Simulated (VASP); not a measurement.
# In (Im-3m) in VASP: further runs, part 2 of 2

VASP 6.6.1. Earlier steps stand in the parts before.

## (4) Single point, PBE

This run uses another cell than the first one, of 28.32 Å³/atom.

The input, INCAR:

```
SYSTEM = In
  PREC = Accurate
  ENCUT = 520
  EDIFF = 1E-6
  ISMEAR = -1
  SIGMA = 0.06122561905347299
  LREAL = .FALSE.
  LASPH = .TRUE.
  NELM = 100
  ALGO = Normal
  ISIF = 2
  LWAVE = .FALSE.
  LCHARG = .FALSE.
  GGA = PE
  NBANDS = 12
```

The input, KPOINTS:

```
Automatic mesh
0
G
  20 20 20
  0 0 0
```

The input, POSCAR:

```
In
1.0
   -1.9202311598      1.9202311598      1.9202311598
    1.9202311598     -1.9202311598      1.9202311598
    1.9202311598      1.9202311598     -1.9202311598
In
1
Direct
    0.0000000000      0.0000000000      0.0000000000
```

Potentials or basis: VASP PAW PBE potentials, release 64 (In_d).

Run with:

```
$ cat potpaw_PBE.64/In_d/POTCAR > POTCAR
$ mpirun -np 1 vasp_std > vasp.out
```

OUTCAR:

```text
SYSTEM = In
   PREC = Accurate
   ENCUT = 520
   EDIFF = 1E-6
   ISMEAR = -1
   LREAL = .FALSE.
   LASPH = .TRUE.
   NELM = 100
   ISIF = 2
   GGA = PE

 ion  position               nearest neighbor table
   1  0.000  0.000  0.000-

  LATTYP: Found a body centered cubic cell.
 ALAT       =     3.8404623196

  Lattice vectors:

 A1 = (  -1.9202311598,   1.9202311598,   1.9202311598)
 A2 = (   1.9202311598,  -1.9202311598,   1.9202311598)
 A3 = (   1.9202311598,   1.9202311598,  -1.9202311598)

Analysis of symmetry for initial positions (statically):
=====================================================================
 Subroutine PRICEL returns:
 Original cell was already a primitive cell.

 Routine SETGRP: Setting up the symmetry group for a
 body centered cubic supercell.

 Subroutine GETGRP returns: Found 48 space group operations
 (whereof 48 operations were pure point group operations)
 out of a pool of 48 trial point group operations.

The static configuration has the point symmetry O_h .

Analysis of symmetry for dynamics (positions and initial velocities):
=====================================================================
 Subroutine PRICEL returns:
 Original cell was already a primitive cell.

 Routine SETGRP: Setting up the symmetry group for a
 body centered cubic supercell.

 Subroutine GETGRP returns: Found 48 space group operations
 (whereof 48 operations were pure point group operations)
 out of a pool of 48 trial point group operations.

The dynamic configuration has the point symmetry O_h .

 Subroutine INISYM returns: Found 48 space group operations
 (whereof 48 operations are pure point group operations),
 and found     1 'primitive' translations

----------------------------------------------------------------------------------------
[... 114 lines left out ...]
  Thomas-Fermi vector in A             =   2.396230
   LORBIT       =      0    0 simple, 1 ext, 2 COOP (PROOUT), +10 PAW based schemes
   GGA     = PE    functional components
   LHFCALC =     F    Hartree Fock is set to
   AEXX    =    0.0000 exact exchange contribution
   IVDW    =     0    specifies the selected vdW correction
   LEPSILON=     F    determine dielectric tensor
   LRPA    =     F    only Hartree local field effects (RPA)
 non-spin polarized calculation
  energy-cutoff  :      520.00
  volume of cell :       28.32
 maximum number of plane-waves:       784
 NGX is ok and might be reduce to    28
   NGX = 13   NGY = 13   NGZ = 13

 number of electron      13.0000006 magnetization

 Free energy of the ion-electron system (eV)
  ---------------------------------------------------
  ext. energy  EPLUGINS =         0.00000000
  ---------------------------------------------------
  free energy    TOTEN  =        -2.55122309 eV

  energy without entropy =       -2.54496786  energy(sigma->0) =       -2.54809548

 E-fermi :   6.6490     XC(G=0):  -9.8834

 val. band max:        6.6090562196   @ k =  -0.4000   0.4000   0.2000
 cond. band min:       6.6536839306   @ k =   0.3000   0.1000   0.0500
 fundamental gap:      0.0446277110
 Fermi energy:         6.6489836244

 k-point     1 :       0.0000    0.0000    0.0000
  band No.  band energies     occupation
      1      -7.9446      2.00000
      2      -7.9446      2.00000
      3      -7.9446      2.00000
      4      -7.7184      2.00000
      5      -7.7184      2.00000
      6      -2.3539      2.00000
      7      16.9275      0.00000
      8      16.9275      0.00000
      9      16.9275      0.00000
     10      19.4172      0.00000
     11      19.4172      0.00000
     12      19.4172      0.00000
[... 331 lines left out ...]
 k-point    24 :       0.2500    0.1000   -0.0000
  band No.  band energies     occupation
      1      -7.9916      2.00000
      2      -7.9253      2.00000
      3      -7.7544      2.00000
      4      -7.7271      2.00000
      5      -7.7037      2.00000
      6      -0.2006      2.00000
      7       8.6928      0.00000
      8      11.9425      0.00000
      9      13.8957      0.00000
     10      17.2630      0.00000
     11      18.7455      0.00000
     12      19.8849      0.00000

 [... further k-points ...]

------------------------ aborting loop because EDIFF is reached ----------------------------------------

  FORCE on cell =-STRESS in cart. coord.  units (eV):
  Direction    XX          YY          ZZ          XY          YZ          ZX
  --------------------------------------------------------------------------------------
  -------------------------------------------------------------------------------------
  Total       -0.1136691     -0.1136691     -0.1136691     -0.0000000     -0.0000000      0.0000000
  in kB       -6.4303193     -6.4303193     -6.4303193     -0.0000000     -0.0000000      0.0000000
  external PRESSURE =      -6.4303193 kB  Pullay stress =       0.0000000 kB

 VOLUME and BASIS-vectors are now :
 -----------------------------------------------------------------------------
  energy-cutoff  :      520.00
  volume of cell :       28.32
      direct lattice vectors                 reciprocal lattice vectors
    -1.920231160  1.920231160  1.920231160     0.000000000  0.260385317  0.260385317
     1.920231160 -1.920231160  1.920231160     0.260385317  0.000000000  0.260385317
     1.920231160  1.920231160 -1.920231160     0.260385317  0.260385317  0.000000000

 POSITION                                       TOTAL-FORCE (eV/Angst)
 -----------------------------------------------------------------------------------
      0.00000      0.00000      0.00000        -0.000000     -0.000000      0.000000
 -----------------------------------------------------------------------------------
    total drift:                                0.000000      0.000000      0.000000

  FREE ENERGIE OF THE ION-ELECTRON SYSTEM (eV)
  ---------------------------------------------------
  free  energy   TOTEN  =        -2.5512230931 eV

  energy  without entropy=       -2.5449678634  energy(sigma->0) =       -2.54809548
```

OSZICAR:

```text
N       E                     dE             d eps       ncg     rms          rms(c)
DAV:   1     0.779623008844E+02    0.77962E+02   -0.62537E+03  6240   0.133E+03
DAV:   2     0.124567174062E+01   -0.76717E+02   -0.74878E+02  6396   0.287E+02
DAV:   3    -0.248365644486E+01   -0.37293E+01   -0.37176E+01  7400   0.642E+01
DAV:   4    -0.256999017646E+01   -0.86334E-01   -0.86310E-01  7692   0.993E+00
DAV:   5    -0.257386807170E+01   -0.38779E-02   -0.38778E-02  8332   0.183E+00    0.192E+00
DAV:   6    -0.255501154670E+01    0.18857E-01   -0.30805E-02  7576   0.344E+00    0.956E-01
DAV:   7    -0.255141996596E+01    0.35916E-02   -0.97847E-03  7684   0.177E+00    0.222E-01
DAV:   8    -0.255121512538E+01    0.20484E-03   -0.73585E-04  7932   0.447E-01    0.295E-02
DAV:   9    -0.255122241377E+01   -0.72884E-05   -0.12968E-05  8764   0.451E-02    0.134E-02
DAV:  10    -0.255122309315E+01   -0.67937E-06   -0.10774E-06  6696   0.989E-03
   1 F= -.25512231E+01 E0= -.25480955E+01  d E =-.625523E-02
```

Wall time 2.1 min (1 thread of AMD EPYC 7R13, shared host); peak memory 0.19 GiB.

What came out:

| Property | Result |
| --- | --- |
| Free energy | -2.5512 eV |
| Pressure | -0.6 GPa |
| Band gap on the k mesh | zero (an odd number of electrons rules out a gap without spin polarisation) |

Caveat: spin-orbit coupling is left out, which moves the levels of the heavy elements.

## (5) Single point, PBE

This run uses another cell than the first one, of 28.88 Å³/atom.

The input, INCAR:

```
PREC = Accurate
ENCUT = 520
EDIFF = 1E-6
ISMEAR = -1
SIGMA = 0.06122561905347299
LREAL = False
LASPH = True
NELM = 100
ALGO = Normal
ISIF = 2
LWAVE = False
LCHARG = False
GGA = PE
NBANDS = 12
```

The input, KPOINTS:

```
regular mesh
0
Gamma
  20 20 20
```

The input, POSCAR:

```
In
1.0
   -1.9327005427      1.9327005427      1.9327005427
    1.9327005427     -1.9327005427      1.9327005427
    1.9327005427      1.9327005427     -1.9327005427
In
1
Direct
    0.0000000000      0.0000000000      0.0000000000
```

Run with:

```
$ cat potpaw_PBE.64/In_d/POTCAR > POTCAR
$ mpirun -np 1 vasp_std > vasp.out
```

Wall time 2.1 min (1 thread of AMD EPYC 7R13, shared host); peak memory 0.19 GiB.

The run converged. Its results:

| Quantity | Value |
| --- | --- |
| Free energy | -2.5482 eV |
| Pressure | -1.2 GPa |
| Band gap on the k mesh | zero (an odd number of electrons rules out a gap without spin polarisation) |

Levels at points of the mesh, in eV from the Fermi level:
| k point | band 4 | band 5 | band 6 | band 7 | band 8 | band 9 |
| --- | --- | --- | --- | --- | --- | --- |
| (0.00, 0.00, 0.00) | -14.36 | -14.36 | -8.88 | 10.08 | 10.08 | 10.08 |
| (0.50, 0.00, 0.00) | -14.37 | -14.23 | -3.91 | -2.78 | 5.49 | 6.97 |
| (0.50, 0.50, 0.50) | -14.26 | -14.26 | 0.37 | 1.28 | 1.28 | 1.28 |

Caveat: spin-orbit coupling is left out, which moves the levels of the heavy elements.

## (6) Single point, PBE

This run uses another cell than the first one, of 29.43 Å³/atom.

The input, INCAR:

```
PREC = Accurate ; ENCUT = 520
EDIFF = 1E-6 ; ISMEAR = -1
SIGMA = 0.06122561905347299 ; LREAL = False
LASPH = True ; NELM = 100
ALGO = Normal ; ISIF = 2
LWAVE = False ; LCHARG = True
GGA = PE ; LELF = True
LVHAR = True ; NBANDS = 12
```

The input, KPOINTS:

```
Automatic mesh
0
Gamma
  20 20 20
```

The input, POSCAR:

```
In
1.0
   -1.9450110691      1.9450110691      1.9450110691
    1.9450110691     -1.9450110691      1.9450110691
    1.9450110691      1.9450110691     -1.9450110691
In
1
Direct
    0.0000000000      0.0000000000      0.0000000000
```

Potentials or basis: VASP PAW PBE potentials, release 64 (In_d).

Run with:

```
$ cat potpaw_PBE.64/In_d/POTCAR > POTCAR
$ mpirun -np 1 vasp_std > vasp.out
```

OUTCAR:

```text
PREC = Accurate
   ENCUT = 520
   EDIFF = 1E-6
   ISMEAR = -1
   LREAL = False
   LASPH = True
   NELM = 100
   ISIF = 2
   GGA = PE

 ion  position               nearest neighbor table
   1  0.000  0.000  0.000-

  LATTYP: Found a body centered cubic cell.
 ALAT       =     3.8900221382

  Lattice vectors:

 A1 = (  -1.9450110691,   1.9450110691,   1.9450110691)
 A2 = (   1.9450110691,  -1.9450110691,   1.9450110691)
[... 537 lines left out ...]
     10      16.6214      0.00000
     11      18.0580      0.00000
     12      19.2315      0.00000

 [... further k-points ...]

------------------------ aborting loop because EDIFF is reached ----------------------------------------

  FORCE on cell =-STRESS in cart. coord.  units (eV):
  Direction    XX          YY          ZZ          XY          YZ          ZX
  --------------------------------------------------------------------------------------
  -------------------------------------------------------------------------------------
  Total       -0.3141360     -0.3141360     -0.3141360      0.0000000      0.0000000     -0.0000000
  in kB      -17.1002330    -17.1002330    -17.1002330      0.0000000      0.0000000     -0.0000000
  external PRESSURE =     -17.1002330 kB  Pullay stress =       0.0000000 kB

 VOLUME and BASIS-vectors are now :
 -----------------------------------------------------------------------------
  energy-cutoff  :      520.00
  volume of cell :       29.43
      direct lattice vectors                 reciprocal lattice vectors
    -1.945011069  1.945011069  1.945011069     0.000000000  0.257067946  0.257067946
     1.945011069 -1.945011069  1.945011069     0.257067946  0.000000000  0.257067946
     1.945011069  1.945011069 -1.945011069     0.257067946  0.257067946  0.000000000

 POSITION                                       TOTAL-FORCE (eV/Angst)
 -----------------------------------------------------------------------------------
      0.00000      0.00000      0.00000         0.000000      0.000000      0.000000
 -----------------------------------------------------------------------------------
    total drift:                                0.000000      0.000000      0.000000

  FREE ENERGIE OF THE ION-ELECTRON SYSTEM (eV)
  ---------------------------------------------------
  free  energy   TOTEN  =        -2.5433534420 eV

  energy  without entropy=       -2.5371901567  energy(sigma->0) =       -2.54027180
```

OSZICAR:

```text
N       E                     dE             d eps       ncg     rms          rms(c)
DAV:   1     0.779865577219E+02    0.77987E+02   -0.62551E+03  6224   0.132E+03
DAV:   2     0.134971099795E+01   -0.76637E+02   -0.74989E+02  6448   0.287E+02
DAV:   3    -0.246927058151E+01   -0.38190E+01   -0.38084E+01  7312   0.644E+01
DAV:   4    -0.255999005466E+01   -0.90719E-01   -0.90692E-01  7804   0.101E+01
DAV:   5    -0.256380398198E+01   -0.38139E-02   -0.38138E-02  8320   0.178E+00    0.177E+00
DAV:   6    -0.254668254392E+01    0.17121E-01   -0.28518E-02  7616   0.325E+00    0.883E-01
DAV:   7    -0.254350719644E+01    0.31753E-02   -0.91636E-03  7668   0.167E+00    0.209E-01
DAV:   8    -0.254334482354E+01    0.16237E-03   -0.68399E-04  7756   0.432E-01    0.292E-02
DAV:   9    -0.254335292407E+01   -0.81005E-05   -0.13422E-05  8668   0.438E-02    0.118E-02
DAV:  10    -0.254335344202E+01   -0.51795E-06   -0.84123E-07  4948   0.906E-03
   1 F= -.25433534E+01 E0= -.25402718E+01  d E =-.616329E-02
```

Wall time 2.1 min (1 thread of AMD EPYC 7R13, shared host); peak memory 0.19 GiB.

Results:

```yaml
Free_energy: -2.5434 eV
Pressure: -1.7 GPa
Band_gap_on_the_k_mesh: zero (an odd number of electrons rules out a gap without spin polarisation)
```

Levels at points of the mesh, in eV from the Fermi level:
| k point | band 4 | band 5 | band 6 | band 7 | band 8 | band 9 |
| --- | --- | --- | --- | --- | --- | --- |
| (0.00, 0.00, 0.00) | -14.36 | -14.36 | -8.76 | 9.89 | 9.89 | 9.89 |
| (0.50, 0.00, 0.00) | -14.36 | -14.23 | -3.91 | -2.71 | 5.41 | 6.90 |
| (0.50, 0.50, 0.50) | -14.26 | -14.26 | 0.24 | 1.28 | 1.28 | 1.28 |

Caveat: spin-orbit coupling is left out, which moves the levels of the heavy elements.

## (7) Summary

```csv
cell,gap on the mesh (eV),pressure (GPa)
"a = 3.304 Å, angles 109.5°, 1 atom",none,0.0
"a = 3.326 Å, angles 109.5°, 1 atom",none,-0.6
"a = 3.348 Å, angles 109.5°, 1 atom",none,-1.2
"a = 3.369 Å, angles 109.5°, 1 atom",none,-1.7
```

Alike in all rows: task single point; level PBE; potentials or basis VASP PAW PBE potentials, release 64 (In_d); no spin polarisation; k mesh 20 × 20 × 20; cutoff (eV) 520; smearing fermi-dirac 0.0612256 eV.

Caveats: spin-orbit coupling is left out, which moves the levels of the heavy elements.

Absolute energies hang on the potentials; compare differences alone.
